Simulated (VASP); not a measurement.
# InP (F-43m) in VASP: further runs, part 2 of 2

VASP 6.6.1. Earlier steps stand in the parts before.

### Step 3. Single point, PBE

This run uses another cell than the first one, of 26.47 Å³/atom, 1.493 times its volume.

File INCAR:

```
SYSTEM = InP
PREC = Accurate
ENCUT = 500
EDIFF = 1E-6
ISMEAR = 0
SIGMA = 0.02
LREAL = .FALSE.
LASPH = .TRUE.
NELM = 120
ALGO = Normal
ISIF = 2
LWAVE = .FALSE.
LCHARG = .FALSE.
GGA = PE
NBANDS = 16
GGA_COMPAT = .FALSE.
```

File KPOINTS:

```
regular mesh
0
G
  10 10 10
  0 0 0
```

File POSCAR:

```
InP
1.0
    0.0000000000      2.9801741636      2.9801741636
    2.9801741636      0.0000000000      2.9801741636
    2.9801741636      2.9801741636      0.0000000000
In P
1 1
Direct
    0.0000000000      0.0000000000      0.0000000000
    0.7500000000      0.7500000000      0.7500000000
```

Potentials or basis: VASP PAW PBE potentials, release 64 (In_d, P).

Launch:

```console
$ cat potpaw_PBE.64/In_d/POTCAR potpaw_PBE.64/P/POTCAR > POTCAR
$ mpirun -np 1 vasp_std > vasp.out
```

OUTCAR:

```text
SYSTEM = InP
   PREC = Accurate
   ENCUT = 500
   EDIFF = 1E-6
   ISMEAR = 0
   LREAL = .FALSE.
   LASPH = .TRUE.
   NELM = 120
   ISIF = 2
   GGA = PE

 ion  position               nearest neighbor table
   1  0.000  0.000  0.000-   2 2.58   2 2.58   2 2.58   2 2.58
   2  0.750  0.750  0.750-   1 2.58   1 2.58   1 2.58   1 2.58

  LATTYP: Found a face centered cubic cell.
 ALAT       =     5.9603483272

  Lattice vectors:

 A1 = (   0.0000000000,   2.9801741636,   2.9801741636)
 A2 = (   2.9801741636,   0.0000000000,   2.9801741636)
 A3 = (   2.9801741636,   2.9801741636,   0.0000000000)

Analysis of symmetry for initial positions (statically):
=====================================================================
 Subroutine PRICEL returns:
 Original cell was already a primitive cell.

 Routine SETGRP: Setting up the symmetry group for a
 face centered cubic supercell.

 Subroutine GETGRP returns: Found 24 space group operations
 (whereof 24 operations were pure point group operations)
 out of a pool of 48 trial point group operations.

The static configuration has the point symmetry T_d .

Analysis of symmetry for dynamics (positions and initial velocities):
=====================================================================
 Subroutine PRICEL returns:
 Original cell was already a primitive cell.

 Routine SETGRP: Setting up the symmetry group for a
 face centered cubic supercell.

 Subroutine GETGRP returns: Found 24 space group operations
 (whereof 24 operations were pure point group operations)
 out of a pool of 48 trial point group operations.

The dynamic configuration has the point symmetry T_d .

 Subroutine INISYM returns: Found 24 space group operations
 (whereof 24 operations are pure point group operations),
 and found     1 'primitive' translations
[... 103 lines left out ...]
   POTIM  = 0.5000    time-step for ionic-motion
   TEBEG  =    0.0;   TEEND  =   0.0 temperature during run
   PSTRESS=    0.0 pullay stress
   NELECT =      18.0000    total number of electrons
   NUPDOWN=      -1.0000    fix difference up-down
   EMIN   =  10.00;   EMAX   =-10.00  energy-range for DOS
   EFERMI =   0.00;   METHOD = LEGACY
   ISMEAR =     0;   SIGMA  =   0.02  broadening in eV -4-tet -1-fermi 0-gaus
   EFERMI_NEDOS =   21; number of points for ismear=-14 and -15
   IALGO  =     38    algorithm
   IMIX   =      4    mixing-type and parameters
     AMIX     =   0.40;   BMIX     =  1.00
     AMIX_MAG =   1.60;   BMIX_MAG =  1.00
  volume/ion in A,a.u.               =      26.47       178.62
  Fermi-wavevector in a.u.,A,eV,Ry     =   1.142652  2.159299 17.764499  1.305654
  Thomas-Fermi vector in A             =   2.279349
   LORBIT       =      0    0 simple, 1 ext, 2 COOP (PROOUT), +10 PAW based schemes
   GGA     = PE    functional components
   LHFCALC =     F    Hartree Fock is set to
   AEXX    =    0.0000 exact exchange contribution
   IVDW    =     0    specifies the selected vdW correction
   LEPSILON=     F    determine dielectric tensor
   LRPA    =     F    only Hartree local field effects (RPA)
 non-spin polarized calculation
 Gauss-broadening in eV      SIGMA  =   0.02
  energy-cutoff  :      500.00
  volume of cell :       52.94
 maximum number of plane-waves:      1363
   NGX = 15   NGY = 15   NGZ = 15

 number of electron      18.0000005 magnetization

 Free energy of the ion-electron system (eV)
  ---------------------------------------------------
  ext. energy  EPLUGINS =         0.00000000
  ---------------------------------------------------
  free energy    TOTEN  =        -8.40804259 eV

  energy without entropy =       -8.40804259  energy(sigma->0) =       -8.40804259

 E-fermi :   4.7995     XC(G=0):  -9.0617

 val. band max:        4.6515145298   @ k =   0.0000   0.0000   0.0000
 cond. band min:       5.0884833308   @ k =   0.0000   0.0000   0.0000
 fundamental gap:      0.4369688011
 Fermi energy:         4.7995267780

 k-point     1 :       0.0000    0.0000    0.0000
  band No.  band energies     occupation
      1      -9.4422      2.00000
      2      -9.4422      2.00000
      3      -9.4422      2.00000
      4      -9.3138      2.00000
      5      -9.3138      2.00000
      6      -6.5324      2.00000
[... 433 lines left out ...]
      3      -9.3752      2.00000
      4      -9.3420      2.00000
      5      -9.2915      2.00000
      6      -5.0002      2.00000
[... 8 lines left out ...]
     15      15.1809      0.00000
     16      17.0853      0.00000

 [... further k-points ...]
[... 5 lines left out ...]
  --------------------------------------------------------------------------------------
  -------------------------------------------------------------------------------------
  Total       -0.0244076     -0.0244076     -0.0244076     -0.0000000      0.0000000      0.0000000
  in kB       -0.7387207     -0.7387207     -0.7387207     -0.0000000      0.0000000      0.0000000
  external PRESSURE =      -0.7387207 kB  Pullay stress =       0.0000000 kB

 VOLUME and BASIS-vectors are now :
 -----------------------------------------------------------------------------
  energy-cutoff  :      500.00
  volume of cell :       52.94
      direct lattice vectors                 reciprocal lattice vectors
     0.000000000  2.980174164  2.980174164    -0.167775429  0.167775429  0.167775429
     2.980174164  0.000000000  2.980174164     0.167775429 -0.167775429  0.167775429
     2.980174164  2.980174164  0.000000000     0.167775429  0.167775429 -0.167775429

 POSITION                                       TOTAL-FORCE (eV/Angst)
 -----------------------------------------------------------------------------------
      0.00000      0.00000      0.00000         0.000000      0.000000      0.000000
      4.47026      4.47026      4.47026        -0.000000     -0.000000     -0.000000
 -----------------------------------------------------------------------------------
    total drift:                                0.000000      0.000000      0.000000

  FREE ENERGIE OF THE ION-ELECTRON SYSTEM (eV)
  ---------------------------------------------------
  free  energy   TOTEN  =        -8.4080425892 eV

  energy  without entropy=       -8.4080425892  energy(sigma->0) =       -8.40804259
```

OSZICAR:

```text
N       E                     dE             d eps       ncg     rms          rms(c)
DAV:   1     0.109232929509E+03    0.10923E+03   -0.81871E+03  1520   0.120E+03
DAV:   2    -0.139893148333E+01   -0.11063E+03   -0.10583E+03  1696   0.289E+02
DAV:   3    -0.860494737277E+01   -0.72060E+01   -0.71753E+01  1984   0.732E+01
DAV:   4    -0.880112764173E+01   -0.19618E+00   -0.19611E+00  1888   0.131E+01
DAV:   5    -0.880850398443E+01   -0.73763E-02   -0.73761E-02  2208   0.215E+00    0.525E+00
DAV:   6    -0.843049903154E+01    0.37800E+00   -0.61828E-01  2400   0.122E+01    0.315E+00
DAV:   7    -0.840655005426E+01    0.23949E-01   -0.14676E-01  2144   0.287E+00    0.121E+00
DAV:   8    -0.840717667560E+01   -0.62662E-03   -0.13801E-02  1856   0.136E+00    0.266E-01
DAV:   9    -0.840782111910E+01   -0.64444E-03   -0.12871E-03  1888   0.397E-01    0.141E-01
DAV:  10    -0.840796351577E+01   -0.14240E-03   -0.21066E-04  2224   0.164E-01    0.883E-02
DAV:  11    -0.840804304841E+01   -0.79533E-04   -0.11980E-04  1784   0.876E-02    0.378E-02
DAV:  12    -0.840804258919E+01    0.45922E-06   -0.68291E-06  1824   0.253E-02
   1 F= -.84080426E+01 E0= -.84080426E+01  d E =-.554139E-28
```

stdout:

```text
POSCAR found type information on POSCAR InP
 POSCAR found :  2 types and       2 ions
 scaLAPACK will be used
 LDA part: xc-table for (Slater+PW92), standard interpolation
 POSCAR, INCAR and KPOINTS ok, starting setup
 FFT: planning ... GRIDC
 FFT: planning ... GRID_SOFT
 FFT: planning ... GRID
 WAVECAR not read
 entering main loop
```

Wall time 38 s (1 thread of Intel Xeon 8259CL, shared host); peak memory 0.19 GiB.

What came out:

| Quantity | Value |
| --- | --- |
| Free energy | -8.4080 eV |
| Pressure | -0.1 GPa |
| Band gap on the k mesh | 0.44 eV, direct |

Caveat: spin-orbit coupling is left out, which moves the levels of the heavy elements. As with any semilocal functional, this PBE gap is likely too small.

### Step 4. Single point, PBE

This run uses another cell than the first one, of 26.47 Å³/atom, 1.493 times its volume.

File INCAR:

```
SYSTEM = InP
PREC = Accurate
ENCUT = 500
EDIFF = 1E-6
ISMEAR = 0
SIGMA = 0.02
LREAL = .False.
LASPH = .True.
NELM = 120
ALGO = Normal
ISIF = 2
LWAVE = .False.
LCHARG = .False.
GGA = PE
NBANDS = 16
GGA_COMPAT = .False.
```

File KPOINTS:

```
regular mesh
0
Gamma
  10 10 10
  0 0 0
```

File POSCAR:

```
InP
1.0
    0.0000000000      2.9801771123      2.9801771123
    2.9801771123      0.0000000000      2.9801771123
    2.9801771123      2.9801771123      0.0000000000
In P
1 1
Direct
    0.0000000000      0.0000000000      0.0000000000
    0.7500000000      0.7500000000      0.7500000000
```

Launch:

```console
$ cat potpaw_PBE.64/In_d/POTCAR potpaw_PBE.64/P/POTCAR > POTCAR
$ mpirun -np 1 vasp_std > vasp.out
```

Run time: 35 s. Hardware: 1 thread of Intel Xeon 8259CL, shared host; peak memory 0.19 GiB.

It converged, with:

| Quantity | Value |
| --- | --- |
| Free energy | -8.4080 eV |
| Pressure | -0.1 GPa |
| Band gap on the k mesh | 0.44 eV, direct |

Levels at points of the mesh, in eV from the valence-band top:
| k point | band 5 | band 6 | band 7 | band 8 | band 9 | band 10 | band 11 | band 12 | band 13 | band 14 |
| --- | --- | --- | --- | --- | --- | --- | --- | --- | --- | --- |
| (0.00, 0.00, 0.00) | -13.97 | -11.18 | 0.00 | 0.00 | 0.00 | 0.44 | 4.09 | 4.09 | 4.09 | 8.35 |
| (0.50, 0.00, 0.00) | -13.95 | -9.62 | -5.47 | -0.90 | -0.90 | 1.38 | 4.80 | 4.80 | 6.99 | 9.25 |
| (0.50, 0.50, 0.00) | -13.94 | -9.02 | -5.54 | -2.15 | -2.15 | 1.85 | 2.26 | 8.90 | 9.26 | 9.26 |

Caveat: spin-orbit coupling is left out, which moves the levels of the heavy elements.
